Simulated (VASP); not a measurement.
# MgS (Fm-3m) in VASP: notebook, part 2 of 2

VASP 6.6.1. Earlier steps stand in the parts before.

### 4 Phonons, PBEsol+D3(BJ)

The input, INCAR:

```
SYSTEM = MgS
PREC = Accurate
ENCUT = 600
EDIFF = 1E-8
ISMEAR = -5
SIGMA = 0.1
LREAL = .False.
LASPH = .True.
NELM = 120
ALGO = Normal
ISIF = 2
LWAVE = .False.
LCHARG = .False.
GGA = PS
IVDW = 12
IBRION = 6
NFREE = 2
POTIM = 0.015
NSW = 1
GGA_COMPAT = .False.
```

The input, KPOINTS:

```
regular mesh
0
Gamma
  8 8 8
  0 0 0
```

The input, POSCAR:

```
MgS
1.0
    0.0000000000      2.5909610342      2.5909610342
    2.5909610342      0.0000000000      2.5909610342
    2.5909610342      2.5909610342      0.0000000000
Mg S
1 1
Direct
    0.0000000000      0.0000000000      0.0000000000
    0.5000000000      0.5000000000      0.5000000000
```

Potentials or basis: VASP PAW PBE potentials, release 64 (Mg, S).

On the command line:

```console
$ cat potpaw_PBE.64/Mg/POTCAR potpaw_PBE.64/S/POTCAR > POTCAR
$ mpirun -np 1 vasp_std > vasp.out
```

OUTCAR:

```text
SYSTEM = MgS
   PREC = Accurate
   ENCUT = 600
   EDIFF = 1E-8
   ISMEAR = -5
   LREAL = .False.
   LASPH = .True.
   NELM = 120
   ISIF = 2
   GGA = PS
   IVDW = 12
   IBRION = 6
   NFREE = 2
   POTIM = 0.015
   NSW = 1
 IVDW          = 12

 ion  position               nearest neighbor table
   1  0.000  0.000  0.000-   2 2.59   2 2.59   2 2.59   2 2.59   2 2.59   2 2.59
   2  0.500  0.500  0.500-   1 2.59   1 2.59   1 2.59   1 2.59   1 2.59   1 2.59

  LATTYP: Found a face centered cubic cell.
 ALAT       =     5.1819220684

  Lattice vectors:

 A1 = (   0.0000000000,   2.5909610342,   2.5909610342)
 A2 = (   2.5909610342,   0.0000000000,   2.5909610342)
 A3 = (   2.5909610342,   2.5909610342,   0.0000000000)

Analysis of symmetry for initial positions (statically):
=====================================================================
 Subroutine PRICEL returns:
 Original cell was already a primitive cell.

 Routine SETGRP: Setting up the symmetry group for a
 face centered cubic supercell.

 Subroutine GETGRP returns: Found 48 space group operations
 (whereof 48 operations were pure point group operations)
 out of a pool of 48 trial point group operations.

The static configuration has the point symmetry O_h .

Analysis of symmetry for dynamics (positions and initial velocities):
=====================================================================
 Subroutine PRICEL returns:
 Original cell was already a primitive cell.

 Routine SETGRP: Setting up the symmetry group for a
 face centered cubic supercell.

 Subroutine GETGRP returns: Found 48 space group operations
 (whereof 48 operations were pure point group operations)
 out of a pool of 48 trial point group operations.

The dynamic configuration has the point symmetry O_h .
[... 310 lines left out ...]

 number of electron       8.0000000 magnetization

 Free energy of the ion-electron system (eV)
  ---------------------------------------------------
  ext. energy  EPLUGINS =         0.00000000
  ---------------------------------------------------
  free energy    TOTEN  =        -9.07516703 eV

  energy without entropy =       -9.07516703  energy(sigma->0) =       -9.07516703

 E-fermi :   3.8486     XC(G=0):  -9.8877

 val. band max:        3.7860708935   @ k =   0.0000   0.0000   0.0000
 cond. band min:       6.5158931728   @ k =   0.5000   0.5000   0.0000
 fundamental gap:      2.7298222794
 Fermi energy:         3.8486327577

 k-point     1 :       0.0000    0.0000    0.0000
  band No.  band energies     occupation
      1      -8.9684      2.00000
      2       3.7857      2.00000
      3       3.7861      2.00000
      4       3.7861      2.00000
      5       7.4764      0.00000
      6      11.6320      0.00000
      7      11.6320      0.00000
      8      11.6324      0.00000
[... 243 lines left out ...]
 k-point    24 :      -0.3750    0.2500    0.1250
  band No.  band energies     occupation
      1      -7.4062      2.00000
      2      -0.6406      2.00000
      3       1.5712      2.00000
      4       2.5939      2.00000
      5       9.3186      0.00000
      6       9.8011      0.00000
      7      12.1715      0.00000
      8      13.1766      0.00000

 [... further k-points ...]

------------------------ aborting loop because EDIFF is reached ----------------------------------------

 Edisp (eV)   -0.60894

 E8    (eV) :    -0.3786
[... 25 lines left out ...]
  FREE ENERGIE OF THE ION-ELECTRON SYSTEM (eV)
  ---------------------------------------------------
  free  energy   TOTEN  =        -9.6841039724 eV

  energy  without entropy=       -9.6841039724  energy(sigma->0) =       -9.68410397

 INTERNAL STRAIN TENSORS FROM DISPLACED ATOMS
 ============================================

 INTERNAL STRAIN TENSOR FOR ION    1 for displacements in x,y,z  (eV/Angst):
          X           Y           Z          XY          YZ          ZX
  --------------------------------------------------------------------------------
  x     0.00000     0.00000     0.00000     0.00000     0.00000     0.00000
  y     0.00000     0.00000     0.00000     0.00000     0.00000     0.00000
  z     0.00000     0.00000     0.00000     0.00000     0.00000     0.00000

 INTERNAL STRAIN TENSOR FOR ION    2 for displacements in x,y,z  (eV/Angst):
          X           Y           Z          XY          YZ          ZX
  --------------------------------------------------------------------------------
  x     0.00000     0.00000     0.00000     0.00000     0.00000     0.00000
  y     0.00000     0.00000     0.00000     0.00000     0.00000     0.00000
  z     0.00000     0.00000     0.00000     0.00000     0.00000     0.00000

 Eigenvectors and eigenvalues of the dynamical matrix
 ----------------------------------------------------

   1 f  =    7.281508 THz    45.751067 2PiTHz  242.884976 cm-1    30.113886 meV
             X         Y         Z           dx          dy          dz
      0.000000  0.000000  0.000000     0.000000   -0.754177    0.000000
      2.590961  2.590961  2.590961    -0.000000    0.656672    0.000000
[... 21 lines left out ...]
   6 f/i=    0.000412 THz     0.002590 2PiTHz    0.013749 cm-1     0.001705 meV
             X         Y         Z           dx          dy          dz
      0.000000  0.000000  0.000000     0.620660    0.193118   -0.093296
      2.590961  2.590961  2.590961     0.712818    0.221793   -0.107149

 ELASTIC MODULI CONTR FROM IONIC RELAXATION (kBar)
 Direction    XX          YY          ZZ          XY          YZ          ZX
 --------------------------------------------------------------------------------
 XX           0.0000      0.0000      0.0000      0.0000      0.0000      0.0000
 YY           0.0000      0.0000      0.0000      0.0000      0.0000      0.0000
 ZZ           0.0000      0.0000      0.0000      0.0000      0.0000      0.0000
 XY           0.0000      0.0000      0.0000      0.0000      0.0000      0.0000
 YZ           0.0000      0.0000      0.0000      0.0000      0.0000      0.0000
 ZX           0.0000      0.0000      0.0000      0.0000      0.0000      0.0000
 --------------------------------------------------------------------------------
```

Run time: 60 s. Hardware: 1 thread of Intel Xeon Platinum 8259CL at 2.50GHz (Skylake/Cascade Lake), shared host; peak memory 0.2 GiB.

Results:

```yaml
Highest_phonon_frequency_at_Γ_LO-TO_splitting_left_out: 243 cm⁻¹
Dispersion_energy_per_atom: -0.304 eV
```

Phonon frequencies in cm⁻¹ (negative: imaginary):
```tsv
q point	frequencies
(0.000, 0.000, 0.000)	0 0 0 243 243 243
```

Caveat: the cell stands under pressure or tension, which shifts response properties.
